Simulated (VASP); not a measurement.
A run of VASP 6.6.1 is set up as follows.

INCAR

```
PREC = Accurate ; ENCUT = 600
EDIFF = 1E-6 ; ISMEAR = 0
SIGMA = 0.1 ; LREAL = False
LASPH = True ; NELM = 80
ALGO = Normal ; ISIF = 3
LWAVE = False ; LCHARG = False
GGA = PE ; IBRION = 2
NSW = 100 ; EDIFFG = -0.01
```

The input KPOINTS:

```
regular mesh
0
Gamma
  8 8 8
```

The input POSCAR:

```
Ta4O
1.0
    4.3935136835      0.0000000000      0.0000000000
    0.0000000000      4.3935136835      0.0000000000
    0.0000000000      0.0000000000      4.3935136835
Ta O
4 1
Direct
    0.2636902031      0.7363097969      0.2636902031
    0.7363097969      0.2636902031      0.2636902031
    0.7363097969      0.7363097969      0.7363097969
    0.2636902031      0.2636902031      0.7363097969
    0.0000000000      0.0000000000      0.0000000000
```

Potentials or basis: VASP PAW PBE potentials, release 64 (Ta_pv, O).

The run is started by

```bash
$ cat potpaw_PBE.64/Ta_pv/POTCAR potpaw_PBE.64/O/POTCAR > POTCAR
$ mpirun -np 1 vasp_std > vasp.out
```

Q: Predict the space group after relaxing (to 0.05 Å).

A: P-43m (No. 215).

Q: What does it give for the band gap on the k mesh?

A: Zero (band 25 reaches 7.04 eV, above the bottom of band 26 at 4.86 eV).

Q: Predict the relaxed cell.

A: a = 4.395 Å, b = 4.395 Å, c = 4.395 Å, α = 90.00°, β = 90.00°, γ = 90.00°.

Final structure:
```
Ta O
1.0
     4.39504    0.00000    0.00000
     0.00000    4.39504    0.00000
     0.00000    0.00000    4.39504
Ta O
4 1
Direct
  0.26399 0.73601 0.26399
  0.73601 0.26399 0.26399
  0.73601 0.73601 0.73601
  0.26399 0.26399 0.73601
  0.00000 0.00000 0.00000
```

Caveat: spin-orbit coupling is left out, which moves the levels of the heavy elements.
